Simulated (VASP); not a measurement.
# Pb (Fd-3m) in VASP: a series of runs

The runs below take Pb through single point, with PBE+D4, PBE.

All numbers are computed with VASP 6.6.1; they aren't measurements. Logs are shortened: lines on timing, memory, paths and dates and some standing lists are left out, and cuts for length are marked.

## 1. The cell of the first run

It takes space group Fd-3m (No. 227, cubic). Conventional cell: a = 6.957 Å, b = 6.957 Å, c = 6.957 Å, α = 90.00°, β = 90.00°, γ = 90.00°. Within 4.0 Å of Pb (site symmetry -43m) lie 4 Pb at 3.01 Å.

## 2. Single point, PBE+D4

File INCAR:

```
SYSTEM = Pb
PREC = Accurate
ENCUT = 520
EDIFF = 1E-6
ISMEAR = -1
SIGMA = 0.05
LREAL = .FALSE.
LASPH = .TRUE.
NELM = 60
ALGO = Normal
ISIF = 2
LWAVE = .FALSE.
LCHARG = .FALSE.
GGA = PE
IVDW = 13
NBANDS = 21
```

File KPOINTS:

```
regular mesh
0
G
  7 7 7
  0 0 0
```

File POSCAR:

```
Pb
1.0
    0.0000000000      3.4786629631      3.4786629631
    3.4786629631      0.0000000000      3.4786629631
    3.4786629631      3.4786629631      0.0000000000
Pb
2
Direct
    0.2500000000      0.2500000000      0.2500000000
    0.0000000000      0.0000000000      0.0000000000
```

Potentials or basis: VASP PAW PBE potentials, release 64 (Pb_d).

The run is started by

```bash
$ cat potpaw_PBE.64/Pb_d/POTCAR > POTCAR
$ mpirun -np 1 vasp_std > vasp.out
```

OUTCAR:

```text
SYSTEM = Pb
   PREC = Accurate
   ENCUT = 520
   EDIFF = 1E-6
   ISMEAR = -1
   LREAL = .FALSE.
   LASPH = .TRUE.
   NELM = 60
   ISIF = 2
   GGA = PE
   IVDW = 13

 ion  position               nearest neighbor table
   1  0.250  0.250  0.250-   2 3.01   2 3.01   2 3.01   2 3.01
   2  0.000  0.000  0.000-   1 3.01   1 3.01   1 3.01   1 3.01

  LATTYP: Found a face centered cubic cell.
 ALAT       =     6.9573259262

  Lattice vectors:

 A1 = (   0.0000000000,   3.4786629631,   3.4786629631)
 A2 = (   3.4786629631,   0.0000000000,   3.4786629631)
 A3 = (   3.4786629631,   3.4786629631,   0.0000000000)

Analysis of symmetry for initial positions (statically):
=====================================================================
 Subroutine PRICEL returns:
 Original cell was already a primitive cell.

 Routine SETGRP: Setting up the symmetry group for a
 face centered cubic supercell.

 Subroutine GETGRP returns: Found 48 space group operations
 (whereof 24 operations were pure point group operations)
 out of a pool of 48 trial point group operations.

The static configuration has the point symmetry T_d .
 The point group associated with its full space group is O_h .

Analysis of symmetry for dynamics (positions and initial velocities):
=====================================================================
 Subroutine PRICEL returns:
 Original cell was already a primitive cell.

 Routine SETGRP: Setting up the symmetry group for a
 face centered cubic supercell.

 Subroutine GETGRP returns: Found 48 space group operations
 (whereof 24 operations were pure point group operations)
 out of a pool of 48 trial point group operations.

The dynamic configuration has the point symmetry T_d .
 The point group associated with its full space group is O_h .

 Subroutine INISYM returns: Found 48 space group operations
 (whereof 24 operations are pure point group operations),
 and found     1 'primitive' translations

----------------------------------------------------------------------------------------

                                     Primitive cell

  volume of cell :      84.1913

  direct lattice vectors                    reciprocal lattice vectors
     0.000000000  3.478662963  3.478662963    -0.143733384  0.143733384  0.143733384
     3.478662963  0.000000000  3.478662963     0.143733384 -0.143733384  0.143733384
     3.478662963  3.478662963  0.000000000     0.143733384  0.143733384 -0.143733384

  length of vectors
     4.919572341  4.919572341  4.919572341     0.248953524  0.248953524  0.248953524

  position of ions in fractional coordinates (direct lattice)
     0.250000000  0.250000000  0.250000000
     0.000000000  0.000000000  0.000000000

  ion indices of the primitive-cell ions
   primitive index   ion index
                 1           1
                 2           2

----------------------------------------------------------------------------------------

 KPOINTS: regular mesh

Automatic generation of k-mesh.
 Grid dimensions read from file:
 generate k-points for:    7    7    7

 Generating k-lattice:

  Cartesian coordinates                     Fractional coordinates (reciprocal lattice)
    -0.020533341  0.020533341  0.020533341     0.142857143  0.000000000  0.000000000
     0.020533341 -0.020533341  0.020533341     0.000000000  0.142857143  0.000000000
     0.020533341  0.020533341 -0.020533341     0.000000000  0.000000000  0.142857143

  Length of vectors
     0.035564789  0.035564789  0.035564789

  Shift w.r.t. Gamma in fractional coordinates (k-lattice)
     0.000000000  0.000000000  0.000000000

 Subroutine IBZKPT returns following result:
 ===========================================

 Found     20 irreducible k-points:

 Following reciprocal coordinates:
            Coordinates               Weight
  0.000000  0.000000  0.000000      1.000000
  0.142857  0.000000  0.000000      8.000000
  0.285714  0.000000  0.000000      8.000000
  0.428571  0.000000  0.000000      8.000000
  0.142857  0.142857  0.000000      6.000000
  0.285714  0.142857  0.000000     24.000000
[... 12 lines left out ...]
 -0.428571  0.428571  0.142857     24.000000
 -0.285714  0.428571  0.142857     24.000000
   k-points           NKPTS =     20   k-points in BZ     NKDIM =     20   number of bands    NBANDS=     21
   number of dos      NEDOS =    301   number of ions     NIONS =      2
   total plane-waves  NPLWV =  64000
   dimension x,y,z NGX =    40 NGY =   40 NGZ =   40
   dimension x,y,z NGXF=    80 NGYF=   80 NGZF=   80
   ions per type =               2
   NGX,Y,Z   is equivalent  to a cutoff of  13.52, 13.52, 13.52 a.u.
   NGXF,Y,Z  is equivalent  to a cutoff of  27.03, 27.03, 27.03 a.u.
 SYSTEM =  Pb
   PREC   = accura    normal or accurate (medium, high low for compatibility)
   ISTART =      0    job   : 0-new  1-cont  2-samecut
   ICHARG =      2    charge: 1-file 2-atom 10-const
   ISPIN  =      1    spin polarized calculation?
   LNONCOLLINEAR =      F non collinear calculations
   LSORBIT =      F    spin-orbit coupling
   LASPH  =      T    aspherical Exc in radial PAW
   ENCUT  =  520.0 eV  38.22 Ry    6.18 a.u.   9.15  9.15  9.15*2*pi/ulx,y,z
   NELM   =     60;   NELMIN=  2; NELMDL= -5     # of ELM steps
   EDIFF  = 0.1E-05   stopping-criterion for ELM
   LREAL  =      F    real-space projection
   EDIFFG = 0.1E-04   stopping-criterion for IOM
   NSW    =      0    number of steps for IOM
   IBRION =     -1    ionic relax: 0-MD 1-quasi-New 2-CG
   NFREE  =      0    steps in history (QN), initial steepest desc. (CG)
   ISIF   =      2    stress and relaxation
   ISYM   =      2    0-nonsym 1-usesym 2-fastsym
   POTIM  = 0.5000    time-step for ionic-motion
   TEBEG  =    0.0;   TEEND  =   0.0 temperature during run
   PSTRESS=    0.0 pullay stress
   NELECT =      28.0000    total number of electrons
   NUPDOWN=      -1.0000    fix difference up-down
   EMIN   =  10.00;   EMAX   =-10.00  energy-range for DOS
   EFERMI =   0.00;   METHOD = LEGACY
   ISMEAR =    -1;   SIGMA  =   0.05  broadening in eV -4-tet -1-fermi 0-gaus
   EFERMI_NEDOS =   21; number of points for ismear=-14 and -15
   IALGO  =     38    algorithm
   IMIX   =      4    mixing-type and parameters
     AMIX     =   0.40;   BMIX     =  1.00
     AMIX_MAG =   1.60;   BMIX_MAG =  1.00
  volume/ion in A,a.u.               =      42.10       284.08
  Fermi-wavevector in a.u.,A,eV,Ry     =   1.134241  2.143404 17.503916  1.286502
  Thomas-Fermi vector in A             =   2.270944
   LORBIT       =      0    0 simple, 1 ext, 2 COOP (PROOUT), +10 PAW based schemes
   GGA     = PE    functional components
   LHFCALC =     F    Hartree Fock is set to
   AEXX    =    0.0000 exact exchange contribution
   IVDW    =    13    specifies the selected vdW correction
   LEPSILON=     F    determine dielectric tensor
   LRPA    =     F    only Hartree local field effects (RPA)
 non-spin polarized calculation
  energy-cutoff  :      520.00
  volume of cell :       84.19
 maximum number of plane-waves:      2281
 NGX is ok and might be reduce to    40
   NGX = 19   NGY = 19   NGZ = 19

 number of electron      27.9999999 magnetization

 Free energy of the ion-electron system (eV)
  ---------------------------------------------------
  ext. energy  EPLUGINS =         0.00000000
  ---------------------------------------------------
  free energy    TOTEN  =        -6.59533171 eV

  energy without entropy =       -6.58917107  energy(sigma->0) =       -6.59225139

 E-fermi :   4.0397     XC(G=0):  -8.2783

 val. band max:        4.0099149657   @ k =  -0.1429   0.1429   0.0000
 cond. band min:       4.0580093250   @ k =   0.1429   0.0000   0.0000
 fundamental gap:      0.0480943593
 Fermi energy:         4.0397127687

 k-point     1 :       0.0000    0.0000    0.0000
  band No.  band energies     occupation
      1     -13.0954      2.00000
      2     -13.0954      2.00000
      3     -13.0954      2.00000
      4     -13.0246      2.00000
      5     -13.0246      2.00000
      6     -12.6304      2.00000
[... 13 lines left out ...]
     20      12.0050      0.00000
     21      12.0050      0.00000

 k-point     2 :       0.1429    0.0000    0.0000
  band No.  band energies     occupation
      1     -13.1123      2.00000
      2     -13.1123      2.00000
      3     -13.0910      2.00000
      4     -13.0002      2.00000
      5     -13.0002      2.00000
      6     -12.6605      2.00000
[... 13 lines left out ...]
     20      11.2361      0.00000
     21      11.2361      0.00000

 k-point     3 :       0.2857    0.0000    0.0000
  band No.  band energies     occupation
      1     -13.1314      2.00000
      2     -13.1314      2.00000
      3     -13.0808      2.00000
      4     -12.9663      2.00000
      5     -12.9663      2.00000
      6     -12.6892      2.00000
[... 13 lines left out ...]
     20      11.2018      0.00000
     21      11.2018      0.00000

 k-point     4 :       0.4286    0.0000    0.0000
  band No.  band energies     occupation
      1     -13.1393      2.00000
      2     -13.1393      2.00000
      3     -13.0720      2.00000
      4     -12.9497      2.00000
      5     -12.9497      2.00000
      6     -12.7011      2.00000
[... 13 lines left out ...]
     20      12.0662      0.00000
     21      12.0662      0.00000

 k-point     5 :       0.1429    0.1429    0.0000
  band No.  band energies     occupation
      1     -13.1094      2.00000
      2     -13.1089      2.00000
      3     -13.1089      2.00000
      4     -13.0039      2.00000
      5     -12.9738      2.00000
      6     -12.7124      2.00000
[... 13 lines left out ...]
     20      10.1482      0.00000
     21      12.4640      0.00000
[... 286 lines left out ...]
     20      11.6300      0.00000
     21      12.3864      0.00000

 k-point    18 :      -0.4286    0.2857    0.1429
  band No.  band energies     occupation
      1     -13.1778      2.00000
      2     -13.1599      2.00000
      3     -13.0115      2.00000
      4     -12.9107      2.00000
      5     -12.8711      2.00000
      6     -12.8171      2.00000
[... 13 lines left out ...]
     20      11.9573      0.00000
     21      12.4907      0.00000

 k-point    19 :      -0.4286    0.4286    0.1429
  band No.  band energies     occupation
      1     -13.1721      2.00000
      2     -13.1695      2.00000
      3     -13.0021      2.00000
      4     -12.9139      2.00000
      5     -12.8663      2.00000
      6     -12.7974      2.00000
[... 13 lines left out ...]
     20      12.2210      0.00000
     21      13.5648      0.00000

 k-point    20 :      -0.2857    0.4286    0.1429
  band No.  band energies     occupation
      1     -13.1865      2.00000
      2     -13.1706      2.00000
      3     -12.9724      2.00000
      4     -12.8866      2.00000
      5     -12.8538      2.00000
      6     -12.8142      2.00000
[... 13 lines left out ...]
     20      12.4421      0.00000
     21      13.5220      0.00000

------------------------ aborting loop because EDIFF is reached ----------------------------------------

  DFT-D4 for vdW energy calculation

  Edisp (eV):   -0.62799

  FORCE on cell =-STRESS in cart. coord.  units (eV):
  Direction    XX          YY          ZZ          XY          YZ          ZX
  --------------------------------------------------------------------------------------
  -------------------------------------------------------------------------------------
  Total      -0.02708    -0.02708    -0.02708    -0.00000    -0.00000     0.00000
  in kB      -0.51538    -0.51538    -0.51538    -0.00000    -0.00000     0.00000
  external pressure =       -0.52 kB  Pullay stress =        0.00 kB

 VOLUME and BASIS-vectors are now :
 -----------------------------------------------------------------------------
  energy-cutoff  :      520.00
  volume of cell :       84.19
      direct lattice vectors                 reciprocal lattice vectors
     0.000000000  3.478662963  3.478662963    -0.143733384  0.143733384  0.143733384
     3.478662963  0.000000000  3.478662963     0.143733384 -0.143733384  0.143733384
     3.478662963  3.478662963  0.000000000     0.143733384  0.143733384 -0.143733384

 POSITION                                       TOTAL-FORCE (eV/Angst)
 -----------------------------------------------------------------------------------
      1.73933      1.73933      1.73933         0.000000     -0.000000     -0.000000
      0.00000      0.00000      0.00000        -0.000000      0.000000      0.000000
 -----------------------------------------------------------------------------------
    total drift:                               -0.000000     -0.000000      0.000000

  FREE ENERGIE OF THE ION-ELECTRON SYSTEM (eV)
  ---------------------------------------------------
  free  energy   TOTEN  =        -7.2233261183 eV

  energy  without entropy=       -7.2171654795  energy(sigma->0) =       -7.22024580
```

It took 68 s on 1 thread of Intel Xeon 8259CL, shared host; peak memory 0.24 GiB.

Results:

```
Free energy                : -7.2233 eV
Pressure                   : -0.1 GPa
Band gap on the k mesh     : zero (band 14 reaches 4.42 eV, above the bottom of band 15 at 3.36 eV)
Dispersion energy per atom : -0.314 eV
```

Levels at points of the mesh, in eV from the Fermi level:
| k point | band 11 | band 12 | band 13 | band 14 | band 15 | band 16 | band 17 | band 18 |
| --- | --- | --- | --- | --- | --- | --- | --- | --- |
| (0.00, 0.00, 0.00) | -10.94 | -4.11 | 0.38 | 0.38 | 0.38 | 2.38 | 2.38 | 2.38 |

Caveat: spin-orbit coupling is left out, which moves the levels of the heavy elements; pairwise dispersion overbinds metals, which lowers pressure and volume.

## 3. Single point, PBE

This run uses another cell than the first one, of 44.04 Å³/atom, 1.046 times its volume.

File INCAR:

```
SYSTEM = Pb
ALGO = Normal
EDIFF = 1E-6
ENCUT = 520
GGA = PE
ISIF = 2
ISMEAR = -1
LASPH = .TRUE.
LCHARG = .FALSE.
LREAL = .FALSE.
LWAVE = .FALSE.
NBANDS = 21
NELM = 80
PREC = Accurate
SIGMA = 0.05
```

File KPOINTS:

```
k-points
0
G
  7 7 7
  0 0 0
```

File POSCAR:

```
Pb
1.0
    0.0000000000      3.5315130041      3.5315130041
    3.5315130041      0.0000000000      3.5315130041
    3.5315130041      3.5315130041      0.0000000000
Pb
2
Direct
    0.2500000000      0.2500000000      0.2500000000
    0.0000000000      0.0000000000      0.0000000000
```

Potentials or basis: VASP PAW PBE potentials, release 64 (Pb_d).

The run is started by

```bash
$ cat potpaw_PBE.64/Pb_d/POTCAR > POTCAR
$ mpirun -np 1 vasp_std > vasp.out
```

Wall time 65 s (1 thread of Intel Xeon 8259CL, shared host); peak memory 0.24 GiB.

It converged, with:

```
Free energy            : -6.6095 eV
Pressure               : -0.1 GPa
Band gap on the k mesh : zero (band 14 reaches 4.02 eV, above the bottom of band 15 at 3.03 eV)
```

Levels at points of the mesh, in eV from the Fermi level:
```
           k point  band 11  band 12  band 13  band 14  band 15  band 16  band 17  band 18
(0.00, 0.00, 0.00)   -10.70    -4.35     0.36     0.36     0.36     2.34     2.34     2.34
```

Caveat: spin-orbit coupling is left out, which moves the levels of the heavy elements.
